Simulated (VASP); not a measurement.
Input of a VASP 6.6.1 run:

Contents of INCAR:

```
PREC = Accurate
ENCUT = 520
EDIFF = 1E-6
ISMEAR = -1
SIGMA = 0.02
LREAL = F
LASPH = T
NELM = 80
ALGO = Normal
ISIF = 2
LWAVE = F
LCHARG = F
GGA = PE
IVDW = 13
NBANDS = 20
```

Contents of KPOINTS:

```
Automatic mesh
0
Gamma
  8 8 8
```

POSCAR

```
WSe2
1.0
    1.6211942785      0.9359969531      6.3769491793
   -1.6211942785      0.9359969531      6.3769491793
    0.0000000000     -1.8719939062      6.3769491793
W Se
1 2
Direct
    0.0000000000      0.0000000000      0.0000000000
    0.2426348670      0.2426348670      0.2426348670
    0.7573651330      0.7573651330      0.7573651330
```

Potentials or basis: VASP PAW PBE potentials, release 64 (W_sv, Se).

Run with:

```sh
$ cat potpaw_PBE.64/W_sv/POTCAR potpaw_PBE.64/Se/POTCAR > POTCAR
$ mpirun -np 1 vasp_std > vasp.out
```

(1) Estimate the dispersion energy per atom.

(2) Predict the largest force.

(3) Predict the band gap on the k mesh.

(4) Estimate the pressure.

## Answers

(1) -0.511 eV.

(2) 0.044 eV/Å.

(3) zero (band 13 reaches 7.25 eV, above the bottom of band 14 at 7.22 eV).

(4) 0.3 GPa.

Caveat: spin-orbit coupling is left out, which moves the levels of the heavy elements; pairwise dispersion overbinds metals, which lowers pressure and volume.
